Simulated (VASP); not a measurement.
Wanted: the native input for a VASP 6.6.1 run.

```
Task                   : single point
Functional             : PBE
Potentials or basis    : VASP PAW PBE potentials, release 64 (Al, H)
Cutoff                 : 520 eV
k mesh                 : 9 × 9 × 1
Occupations            : gaussian, width 0.1 eV
Spin                   : no spin polarisation
Dipole correction      : yes
Further INCAR settings : ALGO = Normal; EDIFF = 1e-06; NBANDS = 25
```

The structure of Al9H lies in POSCAR:

```
Al9H
1.0
    2.8535431556      0.0000000000      0.0000000000
   -1.4267715778      2.4712408635      0.0000000000
    0.0000000000      0.0000000000     34.2605580981
Al H
9 1
Direct
    0.3333333333      0.6666666667      0.1167523304
    0.0000000000      0.0000000000      0.1852090274
    0.6666666667      0.3333333333      0.2536657244
    0.0000000000      0.0000000000      0.3221224214
    0.3333333333      0.6666666667      0.3899858430
    0.0000000000      0.0000000000      0.4578168584
    0.6666666667      0.3333333333      0.5268325047
    0.0000000000      0.0000000000      0.5950901730
    0.3343121533      0.6468679939      0.6610468260
    0.3333333333      0.8333333333      0.7054301457
```

One way to write it, as run:

INCAR

```
SYSTEM = Al9H
PREC = Accurate
ENCUT = 520
EDIFF = 1E-6
ISMEAR = 0
SIGMA = 0.1
LREAL = .False.
LASPH = .True.
NELM = 60
ALGO = Normal
ISIF = 2
LWAVE = .False.
LCHARG = .False.
LDIPOL = .True.
IDIPOL = 3
DIPOL = 0.5 0.5 0.421
GGA = PE
NBANDS = 25
```

KPOINTS

```
Automatic mesh
0
Gamma
  9 9 1
  0 0 0
```

Potentials or basis: VASP PAW PBE potentials, release 64 (Al, H).

Command:

```console
$ cat potpaw_PBE.64/Al/POTCAR potpaw_PBE.64/H/POTCAR > POTCAR
$ mpirun -np 1 vasp_std > vasp.out
```

It gave:

The largest force is 0.094 eV/Å and the band gap on the k mesh is zero (bands 14 and 15 overlap by 3.49 eV).

Run time: 7.3 min on 1 thread of Intel(R) Xeon(R) 6975P-C (Granite Rapids), with other jobs on the host, peak memory 0.48 GiB.
